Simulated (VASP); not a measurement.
# Sn5PbS6 (P4/mmm) in VASP: single point with PBE

Aim: the single point of Sn5PbS6 with PBE.

Everything below comes from runs of VASP 6.6.1. Logs are shortened: lines on timing, memory, paths and dates and some standing lists are left out, and cuts for length are marked.

## 1. The cell of the first run

It takes space group P4/mmm (No. 123, tetragonal). Conventional cell: a = 4.194 Å, b = 4.194 Å, c = 17.794 Å, α = 90.00°, β = 90.00°, γ = 90.00°. Sn (site symmetry 4mm) has 6 S at 2.97 Å within 3.9 Å. Sn (site symmetry 4mm) has 6 S at 2.97 Å within 3.9 Å. Within 3.9 Å of Sn (site symmetry 4/mmm) lie 6 S at 2.97 Å. Pb (site symmetry 4/mmm) has 6 S at 2.97 Å within 3.9 Å. Within 3.9 Å of S (site symmetry 4mm) lie 5 Sn at 2.97 Å and 1 Pb at 2.97 Å. S (site symmetry 4/mmm) has 4 Pb at 2.97 Å and 2 Sn at 2.97 Å within 3.9 Å. S (site symmetry 4mm) has 6 Sn at 2.97 Å within 3.9 Å. S (site symmetry 4/mmm) has 6 Sn at 2.97 Å within 3.9 Å.

## 2. Single point, PBE

INCAR

```
SYSTEM = Sn5PbS6
  ALGO = Normal
  EDIFF = 1E-7
  ENCUT = 520
  GGA = PE
  ISIF = 2
  ISMEAR = 0
  LASPH = .True.
  LCHARG = .True.
  LELF = .True.
  LREAL = .False.
  LVHAR = .True.
  LWAVE = .False.
  NBANDS = 72
  NELM = 80
  PREC = Accurate
  SIGMA = 0.1
```

KPOINTS

```
k-points
0
Gamma
  4 4 1
  0 0 0
```

POSCAR

```
Sn5PbS6
1.0
    4.1940675200      0.0000000000      0.0000000000
    0.0000000000      4.1940675200      0.0000000000
    0.0000000000      0.0000000000     17.7939214900
Sn Pb S
5 1 6
Direct
    0.0000000000      0.0000000000      0.6666666700
    0.5000000000      0.5000000000      0.8333333300
    0.5000000000      0.5000000000      0.1666666700
    0.0000000000      0.0000000000      0.3333333300
    0.5000000000      0.5000000000      0.5000000000
    0.0000000000      0.0000000000      0.0000000000
    0.0000000000      0.0000000000      0.8333333300
    0.5000000000      0.5000000000      0.0000000000
    0.0000000000      0.0000000000      0.1666666700
    0.5000000000      0.5000000000      0.3333333300
    0.0000000000      0.0000000000      0.5000000000
    0.5000000000      0.5000000000      0.6666666700
```

Potentials or basis: VASP PAW PBE potentials, release 64 (Sn_d, Pb_d, S).

Launch:

```bash
$ cat potpaw_PBE.64/Sn_d/POTCAR potpaw_PBE.64/Pb_d/POTCAR potpaw_PBE.64/S/POTCAR > POTCAR
$ mpirun -np 1 vasp_std > vasp.out
```

OUTCAR:

```text
SYSTEM = Sn5PbS6
   EDIFF = 1E-7
   ENCUT = 520
   GGA = PE
   ISIF = 2
   ISMEAR = 0
   LASPH = .True.
   LREAL = .False.
   NELM = 80
   PREC = Accurate

 ion  position               nearest neighbor table
   1  0.000  0.000  0.667-   7 2.97  12 2.97  12 2.97  12 2.97  12 2.97  11 2.97
   2  0.500  0.500  0.833-  12 2.97   7 2.97   7 2.97   7 2.97   7 2.97   8 2.97
   3  0.500  0.500  0.167-  10 2.97   9 2.97   9 2.97   9 2.97   9 2.97   8 2.97
   4  0.000  0.000  0.333-   9 2.97  10 2.97  10 2.97  10 2.97  10 2.97  11 2.97
   5  0.500  0.500  0.500-  11 2.97  11 2.97  11 2.97  11 2.97  12 2.97  10 2.97
   6  0.000  0.000  0.000-   8 2.97   8 2.97   8 2.97   8 2.97   9 2.97   7 2.97
   7  0.000  0.000  0.833-   1 2.97   2 2.97   2 2.97   2 2.97   2 2.97   6 2.97
   8  0.500  0.500  0.000-   6 2.97   6 2.97   6 2.97   6 2.97   2 2.97   3 2.97
   9  0.000  0.000  0.167-   4 2.97   3 2.97   3 2.97   3 2.97   3 2.97   6 2.97
  10  0.500  0.500  0.333-   3 2.97   4 2.97   4 2.97   4 2.97   4 2.97   5 2.97
  11  0.000  0.000  0.500-   5 2.97   5 2.97   5 2.97   5 2.97   1 2.97   4 2.97
  12  0.500  0.500  0.667-   2 2.97   1 2.97   1 2.97   1 2.97   1 2.97   5 2.97

  LATTYP: Found a simple tetragonal cell.
 ALAT       =     4.1940675200
 C/A-ratio  =     4.2426406836

  Lattice vectors:

 A1 = (   4.1940675200,   0.0000000000,   0.0000000000)
 A2 = (   0.0000000000,   4.1940675200,   0.0000000000)
 A3 = (   0.0000000000,   0.0000000000,  17.7939214900)

Analysis of symmetry for initial positions (statically):
=====================================================================
 Subroutine PRICEL returns:
 Original cell was already a primitive cell.

 Routine SETGRP: Setting up the symmetry group for a
 simple tetragonal supercell.

 Subroutine GETGRP returns: Found 16 space group operations
 (whereof 16 operations were pure point group operations)
 out of a pool of 16 trial point group operations.

The static configuration has the point symmetry D_4h.

Analysis of symmetry for dynamics (positions and initial velocities):
=====================================================================
 Subroutine PRICEL returns:
 Original cell was already a primitive cell.

 Routine SETGRP: Setting up the symmetry group for a
 simple tetragonal supercell.

 Subroutine GETGRP returns: Found 16 space group operations
 (whereof 16 operations were pure point group operations)
 out of a pool of 16 trial point group operations.

The dynamic configuration has the point symmetry D_4h.

 Subroutine INISYM returns: Found 16 space group operations
 (whereof 16 operations are pure point group operations),
 and found     1 'primitive' translations

----------------------------------------------------------------------------------------

                                     Primitive cell

  volume of cell :     312.9987

  direct lattice vectors                    reciprocal lattice vectors
     4.194067520  0.000000000  0.000000000     0.238432022  0.000000000  0.000000000
     0.000000000  4.194067520  0.000000000     0.000000000  0.238432022  0.000000000
     0.000000000  0.000000000 17.793921490     0.000000000  0.000000000  0.056198967

  length of vectors
     4.194067520  4.194067520 17.793921490     0.238432022  0.238432022  0.056198967

  position of ions in fractional coordinates (direct lattice)
     0.000000000  0.000000000  0.666666670
     0.500000000  0.500000000  0.833333330
     0.500000000  0.500000000  0.166666670
     0.000000000  0.000000000  0.333333330
     0.500000000  0.500000000  0.500000000
     0.000000000  0.000000000  0.000000000
     0.000000000  0.000000000  0.833333330
     0.500000000  0.500000000  0.000000000
     0.000000000  0.000000000  0.166666670
     0.500000000  0.500000000  0.333333330
     0.000000000  0.000000000  0.500000000
     0.500000000  0.500000000  0.666666670

  ion indices of the primitive-cell ions
   primitive index   ion index
                 1           1
                 2           2
                 3           3
                 4           4
                 5           5
                 6           6
                 7           7
                 8           8
                 9           9
                10          10
                11          11
                12          12

----------------------------------------------------------------------------------------

 KPOINTS: k-points

Automatic generation of k-mesh.
 Grid dimensions read from file:
 generate k-points for:    4    4    1

 Generating k-lattice:

  Cartesian coordinates                     Fractional coordinates (reciprocal lattice)
     0.059608006  0.000000000  0.000000000     0.250000000  0.000000000  0.000000000
     0.000000000  0.059608006  0.000000000     0.000000000  0.250000000  0.000000000
     0.000000000  0.000000000  0.056198967     0.000000000  0.000000000  1.000000000

  Length of vectors
     0.059608006  0.059608006  0.056198967

  Shift w.r.t. Gamma in fractional coordinates (k-lattice)
     0.000000000  0.000000000  0.000000000

 Subroutine IBZKPT returns following result:
 ===========================================

 Found      6 irreducible k-points:

 Following reciprocal coordinates:
            Coordinates               Weight
  0.000000  0.000000  0.000000      1.000000
  0.250000  0.000000  0.000000      4.000000
  0.500000  0.000000  0.000000      2.000000
  0.250000  0.250000  0.000000      4.000000
  0.500000  0.250000  0.000000      4.000000
  0.500000  0.500000  0.000000      1.000000
   k-points           NKPTS =      6   k-points in BZ     NKDIM =      6   number of bands    NBANDS=     72
   number of dos      NEDOS =    301   number of ions     NIONS =     12
   total plane-waves  NPLWV = 143360
   dimension x,y,z NGX =    32 NGY =   32 NGZ =  140
   dimension x,y,z NGXF=    64 NGYF=   64 NGZF=  280
   ions per type =               5   1   6
   NGX,Y,Z   is equivalent  to a cutoff of  12.68, 12.68, 13.08 a.u.
   NGXF,Y,Z  is equivalent  to a cutoff of  25.37, 25.37, 26.16 a.u.
 SYSTEM =  Sn5PbS6
   PREC   = accura    normal or accurate (medium, high low for compatibility)
   ISTART =      0    job   : 0-new  1-cont  2-samecut
   ICHARG =      2    charge: 1-file 2-atom 10-const
   ISPIN  =      1    spin polarized calculation?
   LNONCOLLINEAR =      F non collinear calculations
   LSORBIT =      F    spin-orbit coupling
   LASPH  =      T    aspherical Exc in radial PAW
   ENCUT  =  520.0 eV  38.22 Ry    6.18 a.u.   7.80  7.80 33.08*2*pi/ulx,y,z
   NELM   =     80;   NELMIN=  2; NELMDL= -5     # of ELM steps
   EDIFF  = 0.1E-06   stopping-criterion for ELM
   LREAL  =      F    real-space projection
   EDIFFG = 0.1E-05   stopping-criterion for IOM
   NSW    =      0    number of steps for IOM
   IBRION =     -1    ionic relax: 0-MD 1-quasi-New 2-CG
   NFREE  =      0    steps in history (QN), initial steepest desc. (CG)
   ISIF   =      2    stress and relaxation
   ISYM   =      2    0-nonsym 1-usesym 2-fastsym
   POTIM  = 0.5000    time-step for ionic-motion
   TEBEG  =    0.0;   TEEND  =   0.0 temperature during run
   PSTRESS=    0.0 pullay stress
   NELECT =     120.0000    total number of electrons
   NUPDOWN=      -1.0000    fix difference up-down
   EMIN   =  10.00;   EMAX   =-10.00  energy-range for DOS
   EFERMI =   0.00;   METHOD = LEGACY
   ISMEAR =     0;   SIGMA  =   0.10  broadening in eV -4-tet -1-fermi 0-gaus
   EFERMI_NEDOS =   21; number of points for ismear=-14 and -15
   IALGO  =     38    algorithm
   IMIX   =      4    mixing-type and parameters
     AMIX     =   0.40;   BMIX     =  1.00
     AMIX_MAG =   1.60;   BMIX_MAG =  1.00
  volume/ion in A,a.u.               =      26.08       176.02
  Fermi-wavevector in a.u.,A,eV,Ry     =   1.189290  2.247432 19.244224  1.414411
  Thomas-Fermi vector in A             =   2.325401
   LORBIT       =      0    0 simple, 1 ext, 2 COOP (PROOUT), +10 PAW based schemes
   GGA     = PE    functional components
   LHFCALC =     F    Hartree Fock is set to
   AEXX    =    0.0000 exact exchange contribution
   IVDW    =     0    specifies the selected vdW correction
   LEPSILON=     F    determine dielectric tensor
   LRPA    =     F    only Hartree local field effects (RPA)
 non-spin polarized calculation
 Gauss-broadening in eV      SIGMA  =   0.10
  energy-cutoff  :      520.00
  volume of cell :      313.00
 maximum number of plane-waves:      8496
 NGX is ok and might be reduce to    32
   NGX = 15   NGY = 15   NGZ = 67

 number of electron     119.9999981 magnetization

 Free energy of the ion-electron system (eV)
  ---------------------------------------------------
  ext. energy  EPLUGINS =         0.00000000
  ---------------------------------------------------
  free energy    TOTEN  =       -52.69733655 eV

  energy without entropy =      -52.69731747  energy(sigma->0) =      -52.69732701

 E-fermi :   5.9952     XC(G=0):  -9.5379

 val. band max:        5.7231557638   @ k =   0.5000   0.0000   0.0000
 cond. band min:       6.2680159764   @ k =   0.5000   0.0000   0.0000
 fundamental gap:      0.5448602126
 Fermi energy:         5.9952146420

 k-point     1 :       0.0000    0.0000    0.0000
  band No.  band energies     occupation
      1     -15.8216      2.00000
      2     -15.8209      2.00000
      3     -15.8133      2.00000
      4     -15.8121      2.00000
      5     -15.8111      2.00000
      6     -15.8108      2.00000
[... 64 lines left out ...]
     71      10.1875      0.00000
     72      10.4461      0.00000

 k-point     2 :       0.2500    0.0000    0.0000
  band No.  band energies     occupation
      1     -15.8167      2.00000
      2     -15.8160      2.00000
      3     -15.8078      2.00000
      4     -15.8075      2.00000
      5     -15.8074      2.00000
      6     -15.8065      2.00000
[... 64 lines left out ...]
     71       8.8822      0.00000
     72       8.9313      0.00000

 k-point     3 :       0.5000    0.0000    0.0000
  band No.  band energies     occupation
      1     -15.8128      2.00000
      2     -15.8126      2.00000
      3     -15.8121      2.00000
      4     -15.8106      2.00000
      5     -15.8073      2.00000
      6     -15.8046      2.00000
[... 64 lines left out ...]
     71       7.7754      0.00000
     72       7.9764      0.00000

 k-point     4 :       0.2500    0.2500    0.0000
  band No.  band energies     occupation
      1     -15.8142      2.00000
      2     -15.8137      2.00000
      3     -15.8096      2.00000
      4     -15.8093      2.00000
      5     -15.8092      2.00000
      6     -15.8063      2.00000
[... 64 lines left out ...]
     71       9.6507      0.00000
     72       9.6783      0.00000

 k-point     5 :       0.5000    0.2500    0.0000
  band No.  band energies     occupation
      1     -15.8201      2.00000
      2     -15.8191      2.00000
      3     -15.8145      2.00000
      4     -15.8112      2.00000
      5     -15.8106      2.00000
      6     -15.8053      2.00000
[... 64 lines left out ...]
     71       9.6162      0.00000
     72       9.6399      0.00000

 k-point     6 :       0.5000    0.5000    0.0000
  band No.  band energies     occupation
      1     -15.8285      2.00000
      2     -15.8260      2.00000
      3     -15.8224      2.00000
      4     -15.8178      2.00000
      5     -15.8159      2.00000
      6     -15.8084      2.00000
[... 64 lines left out ...]
     71      10.5987      0.00000
     72      10.6224      0.00000

------------------------ aborting loop because EDIFF is reached ----------------------------------------

  FORCE on cell =-STRESS in cart. coord.  units (eV):
  Direction    XX          YY          ZZ          XY          YZ          ZX
  --------------------------------------------------------------------------------------
  -------------------------------------------------------------------------------------
  Total       -1.3683768     -1.3683768     -5.6853551      0.0000000      0.0000000      0.0000000
  in kB       -7.0044460     -7.0044460    -29.1021902      0.0000000      0.0000000      0.0000000
  external PRESSURE =     -14.3703608 kB  Pullay stress =       0.0000000 kB

 VOLUME and BASIS-vectors are now :
 -----------------------------------------------------------------------------
  energy-cutoff  :      520.00
  volume of cell :      313.00
      direct lattice vectors                 reciprocal lattice vectors
     4.194067520  0.000000000  0.000000000     0.238432022  0.000000000  0.000000000
     0.000000000  4.194067520  0.000000000     0.000000000  0.238432022  0.000000000
     0.000000000  0.000000000 17.793921490     0.000000000  0.000000000  0.056198967

 POSITION                                       TOTAL-FORCE (eV/Angst)
 -----------------------------------------------------------------------------------
      0.00000      0.00000     11.86261        -0.000000     -0.000000      0.005504
      2.09703      2.09703     14.82827         0.000000     -0.000000     -0.023463
      2.09703      2.09703      2.96565        -0.000000      0.000000      0.023463
      0.00000      0.00000      5.93131        -0.000000     -0.000000     -0.005504
      2.09703      2.09703      8.89696        -0.000000     -0.000000      0.000000
      0.00000      0.00000      0.00000        -0.000000     -0.000000      0.000000
      0.00000      0.00000     14.82827        -0.000000     -0.000000     -0.212389
      2.09703      2.09703      0.00000        -0.000000     -0.000000      0.000000
      0.00000      0.00000      2.96565        -0.000000     -0.000000      0.212389
      2.09703      2.09703      5.93131        -0.000000      0.000000      0.002109
      0.00000      0.00000      8.89696        -0.000000     -0.000000      0.000000
      2.09703      2.09703     11.86261        -0.000000     -0.000000     -0.002109
 -----------------------------------------------------------------------------------
    total drift:                                0.000000     -0.000000      0.000000

  FREE ENERGIE OF THE ION-ELECTRON SYSTEM (eV)
  ---------------------------------------------------
  free  energy   TOTEN  =       -52.6973365542 eV

  energy  without entropy=      -52.6973174746  energy(sigma->0) =      -52.69732701
```

It took 4 min on 1 thread of AMD EPYC 7R43 (Zen 3), shared host; peak memory 0.38 GiB.

Results:

| Item | Value |
| --- | --- |
| Free energy | -52.6973 eV |
| Pressure | -1.4 GPa |
| Largest force | 0.212 eV/Å |
| Band gap on the k mesh | 0.54 eV, direct |

Forces in eV/Å, atoms in the order of the input:
```
Sn   0.000  0.000  0.006
Sn   0.000  0.000 -0.023
Sn   0.000  0.000  0.023
Sn   0.000  0.000 -0.006
Sn   0.000  0.000  0.000
Pb   0.000  0.000  0.000
S    0.000  0.000 -0.212
S    0.000  0.000  0.000
S    0.000  0.000  0.212
S    0.000  0.000  0.002
S    0.000  0.000  0.000
S    0.000  0.000 -0.002
```

Stress tensor (GPa, compression positive):
```
-0.70  0.00  0.00
 0.00 -0.70  0.00
 0.00  0.00 -2.91
```

Levels at points of the mesh, in eV from the valence-band top:
| k point | band 58 | band 59 | band 60 | band 61 | band 62 | band 63 |
| --- | --- | --- | --- | --- | --- | --- |
| (0.00, 0.00, 0.00) | -2.24 | -1.06 | -1.01 | 2.00 | 2.11 | 3.44 |
| (0.50, 0.00, 0.00) | -0.01 | -0.01 | 0.00 | 0.54 | 0.55 | 0.56 |
| (0.50, 0.50, 0.00) | -1.74 | -1.73 | -1.72 | 2.80 | 2.80 | 2.81 |

Caveat: spin-orbit coupling is left out, which moves the levels of the heavy elements. A k mesh can miss the band edges.
